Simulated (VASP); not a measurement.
Runs of VASP 6.6.1 on Rb3Ag. The structure is that of space group Pm-3m (No. 221), or close to it. The cells are those of the table. 

```csv
task,cell,gap on the mesh (eV),pressure (GPa)
single point,"a = 6.211 Å, 4 atoms",none,0.0
single point,"a = 4.488 Å, 4 atoms",none,(a)
single point,"a = 4.352 Å, 4 atoms",none,40.5
relaxation of cell and atoms,"relaxed to 20 GPa from a = 6.136 Å, 4 atoms",none,20.0
single point,"a = 4.702 Å, 4 atoms",none,20.2
relaxation of cell and atoms,"relaxed to 10 GPa from a = 6.136 Å, 4 atoms",none,10.0
relaxation of cell and atoms,"relaxed from a = 6.136 Å, 4 atoms",none,0.0
single point,"a = 5.033 Å, 4 atoms",none,10.0
```

Alike in all rows: level pbe exchange, lyp correlation; potentials or basis VASP PAW PBE potentials, release 64 (Rb_sv, Ag); no spin polarisation; k mesh 4 × 4 × 4; cutoff (eV) 500; smearing gaussian 0.05 eV.

**Question.** Estimate the missing entries.

**Answer.** (a) 30.4.

Caveats: some runs use coarse meshes; the PAW data sets were made with another functional, which shifts forces and pressure a little; the cell stands under pressure (at least some runs); the cell is relaxed towards a set pressure, so the run minimises the enthalpy, not the energy (at least some runs).

A k mesh can miss the band edges, and the runs leave out spin-orbit coupling on Ag, Rb.

A gap of «none» marks levels without a gap at the run's occupations.
